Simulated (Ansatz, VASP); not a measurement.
# Rh: VASP beside Ansatz

The input INCAR:

```
PREC     = Accurate       # precision mode
ENCUT    = 520            # plane-wave cutoff, eV
EDIFF    = 1E-7           # SCF threshold, eV
ISMEAR   = -1             # smearing method
SIGMA    = 0.08           # smearing width, eV
LREAL    = F              # projectors in reciprocal space
LASPH    = T              # aspherical terms in the spheres
NELM     = 60             # most SCF steps
ALGO     = Normal         # electronic algorithm
ISIF     = 2              # what is computed and relaxed
LWAVE    = F              # write WAVECAR
LCHARG   = F              # write CHGCAR
GGA      = PE             # functional
NBANDS   = 14             # bands
```

File KPOINTS:

```
Automatic mesh
0
Gamma
  8 8 8
```

POSCAR

```
Rh
1.0
    0.0000000000      1.9015500000      1.9015500000
    1.9015500000      0.0000000000      1.9015500000
    1.9015500000      1.9015500000      0.0000000000
Rh
1
Direct
    0.0000000000      0.0000000000      0.0000000000
```

Input for Ansatz:

```yaml
crystal:
  lattice:
    - [0.0, 1.90155, 1.90155]
    - [1.90155, 0.0, 1.90155]
    - [1.90155, 1.90155, 0.0]
  atoms:
    - { symbol: Rh, position: [0.0, 0.0, 0.0] }
kpoints:
  mp_grid: { grid: [8, 8, 8] }
scf:
  occupations: { method: fermi_dirac, width: 0.08 }
hamiltonian:
  xc: pbe
  pseudopotentials: { kind: all_electron, lapw: { basis_error: 0.001 } }
output:
  forces: true
  stress: true
  eigenvalues: true
```

Alike in both runs: task single point; functional PBE; k mesh 8 × 8 × 8; occupations fermi-dirac, width 0.08 eV; no spin polarisation.

|  | VASP | Ansatz |
| --- | --- | --- |
| version | VASP 6.6.1 | Ansatz 0.2.0 |
| potentials or method | VASP PAW PBE potentials, release 64 (Rh_pv), cutoff 520 eV | all-electron LAPW, scalar-relativistic |

Ansatz gave:

| Item | Value |
| --- | --- |
| pressure (GPa) | 6.8 |

**Question.** Estimate VASP's values.

**Answer.** Pressure (GPa): 6.9.

Ansatz ran all-electron here, and VASP with PAW potentials.
